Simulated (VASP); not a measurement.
# B3N2 (P6/mmm) in VASP: further runs

B3N2 is run at these levels: PBE; tasks: single point.

Everything below comes from runs of VASP 6.6.1. Logs are shortened: lines on timing, memory, paths and dates and some standing lists are left out, and cuts for length are marked.

### 1 The cell of the first run

Symmetry: P6/mmm, No. 191, hexagonal system. Conventional cell: a = 3.691 Å, b = 3.691 Å, c = 3.538 Å, α = 90.00°, β = 90.00°, γ = 120.00°. Within 2.4 Å of B (site symmetry mmm) lie 4 B at 1.85 Å and 4 N at 2.17 Å. Within 1.7 Å of N (site symmetry 6mm) lie 1 N at 1.25 Å.

The cell was built from a structure type or drawn by symmetry, and may not be a known phase.

### 2 Single point, PBE

Contents of INCAR:

```
PREC = Accurate
ENCUT = 520
EDIFF = 1E-6
ISMEAR = 0
SIGMA = 0.1
LREAL = False
LASPH = True
NELM = 100
ALGO = Normal
ISIF = 2
LWAVE = False
LCHARG = False
GGA = PE
NBANDS = 18
```

Contents of KPOINTS:

```
Automatic mesh
0
Gamma
  6 6 6
```

Contents of POSCAR:

```
B3N2
1.0
    3.6911684000      0.0000000000      0.0000000000
   -1.8455842000      3.1966456000      0.0000000000
    0.0000000000      0.0000000000      3.5378579800
B N
3 2
Direct
    0.5000000000      0.0000000000      0.0000000000
    0.0000000000      0.5000000000      0.0000000000
    0.5000000000      0.5000000000      0.0000000000
    0.0000000000      0.0000000000      0.3239800200
    0.0000000000      0.0000000000      0.6760199800
```

Potentials or basis: VASP PAW PBE potentials, release 64 (B, N).

Run with:

```
> cat potpaw_PBE.64/B/POTCAR potpaw_PBE.64/N/POTCAR > POTCAR
> mpirun -np 1 vasp_std > vasp.out
```

OUTCAR:

```text
PREC = Accurate
   ENCUT = 520
   EDIFF = 1E-6
   ISMEAR = 0
   LREAL = False
   LASPH = True
   NELM = 100
   ISIF = 2
   GGA = PE

 ion  position               nearest neighbor table
   1  0.500  0.000  0.000-   2 1.85   3 1.85   3 1.85   2 1.85
   2  0.000  0.500  0.000-   1 1.85   1 1.85   3 1.85   3 1.85
   3  0.500  0.500  0.000-   1 1.85   1 1.85   2 1.85   2 1.85
   4  0.000  0.000  0.324-   5 1.25
   5  0.000  0.000  0.676-   4 1.25

  LATTYP: Found a hexagonal cell.
 ALAT       =     3.6911684000
 C/A-ratio  =     0.9584656121

  Lattice vectors:

 A1 = (   3.6911684000,   0.0000000000,   0.0000000000)
 A2 = (  -1.8455842000,   3.1966456000,   0.0000000000)
 A3 = (   0.0000000000,   0.0000000000,   3.5378579800)

Analysis of symmetry for initial positions (statically):
=====================================================================
 Subroutine PRICEL returns:
 Original cell was already a primitive cell.

 Routine SETGRP: Setting up the symmetry group for a
 hexagonal supercell.

 Subroutine GETGRP returns: Found 24 space group operations
 (whereof 24 operations were pure point group operations)
 out of a pool of 24 trial point group operations.

The static configuration has the point symmetry D_6h.

Analysis of symmetry for dynamics (positions and initial velocities):
=====================================================================
 Subroutine PRICEL returns:
 Original cell was already a primitive cell.

 Routine SETGRP: Setting up the symmetry group for a
 hexagonal supercell.

 Subroutine GETGRP returns: Found 24 space group operations
 (whereof 24 operations were pure point group operations)
 out of a pool of 24 trial point group operations.

The dynamic configuration has the point symmetry D_6h.

 Subroutine INISYM returns: Found 24 space group operations
 (whereof 24 operations are pure point group operations),
 and found     1 'primitive' translations

----------------------------------------------------------------------------------------

                                     Primitive cell

  volume of cell :      41.7445

  direct lattice vectors                    reciprocal lattice vectors
     3.691168400  0.000000000  0.000000000     0.270916927  0.156413961  0.000000000
    -1.845584200  3.196645600  0.000000000     0.000000000  0.312827922  0.000000000
     0.000000000  0.000000000  3.537857980     0.000000000  0.000000000  0.282656909

  length of vectors
     3.691168400  3.691168396  3.537857980     0.312827922  0.312827922  0.282656909

  position of ions in fractional coordinates (direct lattice)
     0.500000000  0.000000000  0.000000000
     0.000000000  0.500000000  0.000000000
     0.500000000  0.500000000  0.000000000
     0.000000000  0.000000000  0.323980020
     0.000000000  0.000000000  0.676019980

  ion indices of the primitive-cell ions
   primitive index   ion index
                 1           1
                 2           2
                 3           3
                 4           4
                 5           5

----------------------------------------------------------------------------------------

 KPOINTS: Automatic mesh

Automatic generation of k-mesh.
 Grid dimensions read from file:
 generate k-points for:    6    6    6

 Generating k-lattice:

  Cartesian coordinates                     Fractional coordinates (reciprocal lattice)
     0.045152821  0.026068993  0.000000000     0.166666667  0.000000000  0.000000000
     0.000000000  0.052137987  0.000000000     0.000000000  0.166666667  0.000000000
     0.000000000  0.000000000  0.047109485     0.000000000  0.000000000  0.166666667

  Length of vectors
     0.052137987  0.052137987  0.047109485

  Shift w.r.t. Gamma in fractional coordinates (k-lattice)
     0.000000000  0.000000000  0.000000000

 Subroutine IBZKPT returns following result:
 ===========================================

 Found     28 irreducible k-points:

 Following reciprocal coordinates:
            Coordinates               Weight
  0.000000  0.000000  0.000000      1.000000
  0.166667  0.000000  0.000000      6.000000
  0.333333  0.000000  0.000000      6.000000
  0.500000  0.000000  0.000000      3.000000
  0.166667  0.166667  0.000000      6.000000
  0.333333  0.166667  0.000000     12.000000
[... 16 lines left out ...]
  0.166667  0.000000  0.500000      6.000000
  0.333333  0.000000  0.500000      6.000000
 [... further k-points ...]
   k-points           NKPTS =     28   k-points in BZ     NKDIM =     28   number of bands    NBANDS=     18
   number of dos      NEDOS =    301   number of ions     NIONS =      5
   total plane-waves  NPLWV =  21952
   dimension x,y,z NGX =    28 NGY =   28 NGZ =   28
   dimension x,y,z NGXF=    56 NGYF=   56 NGZF=   56
   ions per type =               3   2
   NGX,Y,Z   is equivalent  to a cutoff of  12.61, 12.61, 13.16 a.u.
   NGXF,Y,Z  is equivalent  to a cutoff of  25.22, 25.22, 26.31 a.u.
 SYSTEM =  unknown system
   PREC   = accura    normal or accurate (medium, high low for compatibility)
   ISTART =      0    job   : 0-new  1-cont  2-samecut
   ICHARG =      2    charge: 1-file 2-atom 10-const
   ISPIN  =      1    spin polarized calculation?
   LNONCOLLINEAR =      F non collinear calculations
   LSORBIT =      F    spin-orbit coupling
   LASPH  =      T    aspherical Exc in radial PAW
   ENCUT  =  520.0 eV  38.22 Ry    6.18 a.u.   6.86  6.86  6.58*2*pi/ulx,y,z
   NELM   =    100;   NELMIN=  2; NELMDL= -5     # of ELM steps
   EDIFF  = 0.1E-05   stopping-criterion for ELM
   LREAL  =      F    real-space projection
[... 7 lines left out ...]
   TEBEG  =    0.0;   TEEND  =   0.0 temperature during run
   PSTRESS=    0.0 pullay stress
   NELECT =      19.0000    total number of electrons
   NUPDOWN=      -1.0000    fix difference up-down
   EMIN   =  10.00;   EMAX   =-10.00  energy-range for DOS
   EFERMI =   0.00;   METHOD = LEGACY
   ISMEAR =     0;   SIGMA  =   0.10  broadening in eV -4-tet -1-fermi 0-gaus
   EFERMI_NEDOS =   21; number of points for ismear=-14 and -15
   IALGO  =     38    algorithm
   IMIX   =      4    mixing-type and parameters
     AMIX     =   0.40;   BMIX     =  1.00
     AMIX_MAG =   1.60;   BMIX_MAG =  1.00
  volume/ion in A,a.u.               =       8.35        56.34
  Fermi-wavevector in a.u.,A,eV,Ry     =   1.259292  2.379717 21.576342  1.585816
  Thomas-Fermi vector in A             =   2.392859
   LORBIT       =      0    0 simple, 1 ext, 2 COOP (PROOUT), +10 PAW based schemes
   GGA     = PE    functional components
   LHFCALC =     F    Hartree Fock is set to
   AEXX    =    0.0000 exact exchange contribution
   IVDW    =     0    specifies the selected vdW correction
   LEPSILON=     F    determine dielectric tensor
   LRPA    =     F    only Hartree local field effects (RPA)
 non-spin polarized calculation
 Gauss-broadening in eV      SIGMA  =   0.10
  energy-cutoff  :      520.00
  volume of cell :       41.74
 maximum number of plane-waves:      1147
 NGX is ok and might be reduce to    28
   NGX = 13   NGY = 13   NGZ = 13

 number of electron      19.0000001 magnetization

 Free energy of the ion-electron system (eV)
  ---------------------------------------------------
  ext. energy  EPLUGINS =         0.00000000
  ---------------------------------------------------
  free energy    TOTEN  =       -28.58679358 eV

  energy without entropy =      -28.57458624  energy(sigma->0) =      -28.58068991

 E-fermi :   6.3534     XC(G=0): -11.1614

 val. band max:        6.3351011081   @ k =   0.0000   0.0000   0.1667
 cond. band min:       6.3631135722   @ k =   0.5000   0.0000   0.5000
 fundamental gap:      0.0280124641
 Fermi energy:         6.3533569886

 k-point     1 :       0.0000    0.0000    0.0000
  band No.  band energies     occupation
      1     -16.1618      2.00000
      2      -7.6863      2.00000
      3      -4.4918      2.00000
      4      -2.1244      2.00000
      5      -2.1244      2.00000
      6      -1.2854      2.00000
[... 10 lines left out ...]
     17      11.4248      0.00000
     18      19.8437      0.00000

 k-point     2 :       0.1667    0.0000    0.0000
  band No.  band energies     occupation
      1     -16.0985      2.00000
      2      -7.5702      2.00000
      3      -4.3211      2.00000
      4      -3.0552      2.00000
      5      -2.2552      2.00000
      6      -1.5883      2.00000
[... 10 lines left out ...]
     17      11.9153      0.00000
     18      18.6274      0.00000

 k-point     3 :       0.3333    0.0000    0.0000
  band No.  band energies     occupation
      1     -15.9669      2.00000
      2      -7.1925      2.00000
      3      -4.6980      2.00000
      4      -3.9298      2.00000
      5      -2.4936      2.00000
      6      -1.8813      2.00000
[... 10 lines left out ...]
     17      13.0342      0.00000
     18      16.0008      0.00000

 k-point     4 :       0.5000    0.0000    0.0000
  band No.  band energies     occupation
      1     -15.8984      2.00000
      2      -6.7426      2.00000
      3      -5.6669      2.00000
      4      -3.6990      2.00000
      5      -2.6032      2.00000
      6      -1.9803      2.00000
[... 10 lines left out ...]
     17      13.5471      0.00000
     18      14.3695      0.00000

 k-point     5 :       0.1667    0.1667    0.0000
  band No.  band energies     occupation
      1     -16.0005      2.00000
      2      -7.3140      2.00000
      3      -4.0367      2.00000
      4      -3.7846      2.00000
      5      -3.6036      2.00000
      6      -0.9731      2.00000
[... 10 lines left out ...]
     17      12.7036      0.00000
     18      16.3423      0.00000

 k-point     6 :       0.3333    0.1667    0.0000
  band No.  band energies     occupation
      1     -15.8991      2.00000
      2      -6.7486      2.00000
      3      -5.2571      2.00000
      4      -4.0466      2.00000
      5      -3.7071      2.00000
      6      -0.5031      2.00000
[... 10 lines left out ...]
     17      13.7724      0.00000
     18      14.4228      0.00000

 k-point     7 :       0.3333    0.3333    0.0000
  band No.  band energies     occupation
      1     -15.8653      2.00000
      2      -5.8930      2.00000
      3      -5.8930      2.00000
      4      -4.9776      2.00000
      5      -3.5916      2.00000
      6       0.8063      2.00000
[... 10 lines left out ...]
     17      14.2071      0.00000
     18      14.2071      0.00000

 k-point     8 :       0.0000    0.0000    0.1667
  band No.  band energies     occupation
      1     -16.0557      2.00000
      2      -8.4488      2.00000
      3      -3.6549      2.00000
      4      -1.8534      2.00000
      5      -1.8534      2.00000
      6      -1.2481      2.00000
[... 10 lines left out ...]
     17      12.6686      0.00000
     18      17.9776      0.00000
[... 229 lines left out ...]
     17      15.6910      0.00000
     18      17.1703      0.00000

 k-point    20 :       0.3333    0.1667    0.3333
  band No.  band energies     occupation
      1     -15.6250      2.00000
      2      -8.0858      2.00000
      3      -5.5123      2.00000
      4      -3.7548      2.00000
      5      -1.4260      2.00000
      6      -0.7213      2.00000
[... 10 lines left out ...]
     17      15.0958      0.00000
     18      16.6951      0.00000

 k-point    21 :       0.3333    0.3333    0.3333
  band No.  band energies     occupation
      1     -15.6004      2.00000
      2      -7.7186      2.00000
      3      -5.1703      2.00000
      4      -5.1703      2.00000
      5      -1.0932      2.00000
      6      -1.0932      2.00000
[... 10 lines left out ...]
     17      16.5090      0.00000
     18      16.8395      0.00000

 k-point    22 :       0.0000    0.0000    0.5000
  band No.  band energies     occupation
      1     -15.6833      2.00000
      2     -10.0025      2.00000
      3      -1.1327      2.00000
      4      -0.7735      2.00000
      5      -0.7332      2.00000
      6      -0.0564      2.00000
[... 10 lines left out ...]
     17      15.4081      0.00000
     18      15.6567      0.00000

 k-point    23 :       0.1667    0.0000    0.5000
  band No.  band energies     occupation
      1     -15.6439      2.00000
      2      -9.7463      2.00000
      3      -2.4669      2.00000
      4      -1.4785      2.00000
      5      -1.4421      2.00000
      6      -0.1884      2.00000
[... 10 lines left out ...]
     17      15.8002      0.00000
     18      17.2702      0.00000

 k-point    24 :       0.3333    0.0000    0.5000
  band No.  band energies     occupation
      1     -15.5633      2.00000
      2      -9.0563      2.00000
      3      -4.5490      2.00000
      4      -2.1607      2.00000
      5      -2.0076      2.00000
      6      -0.4323      2.00000
[... 10 lines left out ...]
     17      16.4738      0.00000
     18      16.9762      0.00000

 [... further k-points ...]

------------------------ aborting loop because EDIFF is reached ----------------------------------------

  FORCE on cell =-STRESS in cart. coord.  units (eV):
  Direction    XX          YY          ZZ          XY          YZ          ZX
  --------------------------------------------------------------------------------------
  -------------------------------------------------------------------------------------
  Total       -5.9574377     -5.9574377      7.7988629      0.0000000      0.0000000     -0.0000000
  in kB     -228.6500751   -228.6500745    299.3250904      0.0000000      0.0000000     -0.0000000
  external PRESSURE =     -52.6583531 kB  Pullay stress =       0.0000000 kB

 VOLUME and BASIS-vectors are now :
 -----------------------------------------------------------------------------
  energy-cutoff  :      520.00
  volume of cell :       41.74
      direct lattice vectors                 reciprocal lattice vectors
     3.691168400  0.000000000  0.000000000     0.270916927  0.156413961  0.000000000
    -1.845584200  3.196645600  0.000000000     0.000000000  0.312827922  0.000000000
     0.000000000  0.000000000  3.537857980     0.000000000  0.000000000  0.282656909

 POSITION                                       TOTAL-FORCE (eV/Angst)
 -----------------------------------------------------------------------------------
      1.84558      0.00000      0.00000        -0.000000     -0.000000      0.000000
     -0.92279      1.59832      0.00000        -0.000000     -0.000000      0.000000
      0.92279      1.59832      0.00000        -0.000000     -0.000000      0.000000
      0.00000      0.00000      1.14620         0.000000      0.000000      0.163169
      0.00000      0.00000      2.39166        -0.000000     -0.000000     -0.163169
 -----------------------------------------------------------------------------------
    total drift:                               -0.000000     -0.000000     -0.000000

  FREE ENERGIE OF THE ION-ELECTRON SYSTEM (eV)
  ---------------------------------------------------
  free  energy   TOTEN  =       -28.5867935754 eV

  energy  without entropy=      -28.5745862397  energy(sigma->0) =      -28.58068991
```

Run time: 21 s. Hardware: 1 thread of Intel Xeon Platinum 8488C (Sapphire Rapids), shared host; peak memory 0.15 GiB.

What came out:

- Free energy: -28.5868 eV
- Pressure: -5.3 GPa
- Largest force: 0.163 eV/Å
- Band gap on the k mesh: zero (an odd number of electrons rules out a gap without spin polarisation)

Forces in eV/Å, atoms in the order of the input:
```
B    0.000  0.000  0.000
B    0.000  0.000  0.000
B    0.000  0.000  0.000
N    0.000  0.000  0.163
N    0.000  0.000 -0.163
```

Stress tensor (GPa, compression positive):
```
-22.87   0.00   0.00
  0.00 -22.87   0.00
  0.00   0.00  29.93
```

Caveat: the standard files for N, O and F lose accuracy on very short bonds; the cell stands under tension.

### 3 Single point, PBE

This run uses another cell than the first one, of 16.25 Å³/atom.

Contents of INCAR:

```
SYSTEM = B3N2
PREC     = Accurate       ! precision mode
ENCUT    = 520            ! plane-wave cutoff, eV
EDIFF    = 1E-7           ! SCF threshold, eV
ISMEAR   = 0              ! smearing method
SIGMA    = 0.1            ! smearing width, eV
LREAL    = .False.        ! projectors in reciprocal space
LASPH    = .True.         ! aspherical terms in the spheres
NELM     = 100            ! most SCF steps
ALGO     = Normal         ! electronic algorithm
ISIF     = 2              ! what is computed and relaxed
LWAVE    = .False.        ! write WAVECAR
LCHARG   = .False.        ! write CHGCAR
GGA      = PE             ! functional
NBANDS   = 18             ! bands
```

Contents of KPOINTS:

```
Automatic mesh
0
Gamma
  6 6 6
  0 0 0
```

Contents of POSCAR:

```
B3N2
1.0
    3.3332242036      0.0000000000      0.0000000000
   -1.6666121018      2.8866568369      0.0000000000
    0.0000000000      0.0000000000      8.4460012247
B N
3 2
Direct
    0.5000000000      0.0000000000      0.0000000000
    0.0000000000      0.5000000000      0.0000000000
    0.5000000000      0.5000000000      0.0000000000
    0.0000000000      0.0000000000      0.4347696563
    0.0000000000      0.0000000000      0.5652303437
```

Potentials or basis: VASP PAW PBE potentials, release 64 (B, N).

Run with:

```
> cat potpaw_PBE.64/B/POTCAR potpaw_PBE.64/N/POTCAR > POTCAR
> mpirun -np 1 vasp_std > vasp.out
```

Wall time 53 s (1 thread of Intel Xeon Platinum 8488C (Sapphire Rapids), shared host); peak memory 0.21 GiB.

Results (log left out):

* Free energy: -33.9948 eV
* Pressure: 1.2 GPa
* Largest force: 1.775 eV/Å
* Band gap on the k mesh: zero (an odd number of electrons rules out a gap without spin polarisation)

Forces on the atoms (eV/Å):
```
B    0.000  0.000  0.000
B    0.000  0.000  0.000
B    0.000  0.000  0.000
N    0.000  0.000 -1.775
N    0.000  0.000  1.775
```

Stress tensor (GPa, compression positive):
```
-0.18  0.00  0.00
 0.00 -0.18  0.00
 0.00  0.00  3.99
```

Levels at points of the mesh, in eV from the Fermi level:
| k point | band 7 | band 8 | band 9 | band 10 | band 11 | band 12 | band 13 | band 14 |
| --- | --- | --- | --- | --- | --- | --- | --- | --- |
| (0.00, 0.00, 0.00) | -5.69 | -3.89 | -0.49 | -0.49 | 3.78 | 3.78 | 5.81 | 5.97 |
| (0.50, 0.00, 0.00) | -5.07 | -3.70 | -0.89 | -0.86 | 1.40 | 2.15 | 3.47 | 7.63 |
| (0.00, 0.00, 0.50) | -5.77 | -3.80 | -0.49 | -0.49 | 3.78 | 3.78 | 5.62 | 5.97 |
| (0.50, 0.00, 0.50) | -5.07 | -3.71 | -0.86 | -0.86 | 1.42 | 2.06 | 3.47 | 7.61 |

Caveat: the k points lie up to 0.36 Å⁻¹ apart, too coarse for converged energies and pressures of a metal; the standard files for N, O and F lose accuracy on very short bonds; this functional lacks dispersion, which binds the layers, so the pressure and a relaxed spacing across them are unreliable; forces of over 1 eV/Å act on the atoms, so gaps and moduli don't describe the material at rest.
